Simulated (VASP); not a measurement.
Runs of VASP 6.6.1 on SiC. The structure is that of space group P6_3mc (No. 186), or close to it. The cells are those of the table. 

```csv
cell,gap on the mesh (eV),pressure (GPa),largest force (eV/Å)
"a = 3.342, b = 3.342, c = 10.129 Å, angles 90.0, 90.0, 120.0°, 8 atoms",1.79,-22.8,0.39
"a = 3.342, b = 3.342, c = 10.940 Å, angles 90.0, 90.0, 120.0°, 8 atoms",2.09,-30.8,0.05
"a = 3.218, b = 3.218, c = 10.535 Å, angles 90.0, 90.0, 120.0°, 8 atoms",2.18,-19.8,0.03
"a = 3.342, b = 3.342, c = 9.724 Å, angles 90.0, 90.0, 120.0°, 8 atoms",(b),-15.9,1.08
"a = 3.342, b = 3.342, c = 10.535 Å, angles 90.0, 90.0, 120.0°, 8 atoms",(a),(c),0.08
```

Alike in all rows: task single point; level PBE; potentials or basis VASP PAW PBE potentials, release 64 (Si, C); no spin polarisation; k mesh 12 × 12 × 4; cutoff (eV) 520; smearing gaussian 0.05 eV.

Problem. Estimate the missing entries.

Solution. (a) 2.00; (b) 1.57; (c) -27.6.

Caveats: the cell stands under tension (at least some runs); the stress differs along the axes, from -32 to -4 GPa (at least some runs); the stress differs along the axes, from -33 to 18 GPa (at least some runs); forces of over 1 eV/Å act on the atoms, so gaps and moduli don't describe the material at rest (at least some runs); the stress differs along the axes, from -32 to -19 GPa (at least some runs).

A k mesh can miss the band edges.
